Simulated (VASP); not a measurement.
Set up this calculation in VASP 6.6.1, as the native input.

| Item | Value |
| --- | --- |
| Task | single point |
| Functional | RPBE |
| Dispersion | D3(BJ) |
| Potentials or basis | VASP PAW PBE potentials, release 64 (Pt, Se) |
| Cutoff | 520 eV |
| k mesh | 8 × 8 × 5 |
| Occupations | fermi-dirac, width 0.05 eV |
| Spin | no spin polarisation |
| Dipole correction | no |
| Further INCAR settings | ALGO = Normal; EDIFF = 1e-07; NBANDS = 18 |

The structure of PtSe2 (Sudovikovite) lies in POSCAR:

```
PtSe2
1.0
    3.7970381507      0.0000000000      0.0000000000
   -1.8985190754      3.2883314977      0.0000000000
    0.0000000000      0.0000000000      5.1612801071
Pt Se
1 2
Direct
    0.0000000000      0.0000000000      0.0000000000
    0.6666666667      0.3333333333      0.7500000000
    0.3333333333      0.6666666667      0.2500000000
```

These files were run (other wordings do the same):

INCAR

```
ALGO     = Normal         # electronic algorithm
EDIFF    = 1E-7           # SCF threshold, eV
ENCUT    = 520            # plane-wave cutoff, eV
GGA      = RP             # functional
ISIF     = 2              # what is computed and relaxed
ISMEAR   = -1             # smearing method
IVDW     = 12             # dispersion correction
LASPH    = T              # aspherical terms in the spheres
LCHARG   = F              # write CHGCAR
LREAL    = F              # projectors in reciprocal space
LWAVE    = F              # write WAVECAR
NBANDS   = 18             # bands
NELM     = 60             # most SCF steps
PREC     = Accurate       # precision mode
SIGMA    = 0.05           # smearing width, eV
```

KPOINTS

```
k-points
0
Gamma
  8 8 5
```

Potentials or basis: VASP PAW PBE potentials, release 64 (Pt, Se).

The run is started by

```bash
$ cat potpaw_PBE.64/Pt/POTCAR potpaw_PBE.64/Se/POTCAR > POTCAR
$ mpirun -np 1 vasp_std > vasp.out
```

It gave:

```json
{
  "Pressure": "-15.6 GPa",
  "Largest force": "0.441 eV/Å",
  "Band gap on the k mesh": "zero (band 11 reaches 6.23 eV, above the bottom of band 12 at 5.98 eV)",
  "Dispersion energy per atom": "-1.958 eV"
}
```

Caveat: the PAW data sets were made with another functional, which shifts forces and pressure a little; spin-orbit coupling is left out, which moves the levels of the heavy elements; pairwise dispersion overbinds metals, which lowers pressure and volume.

Wall time 31 s on 1 thread of Intel(R) Xeon(R) Platinum 8488C (Sapphire Rapids), on a shared host, peak memory 0.21 GiB.
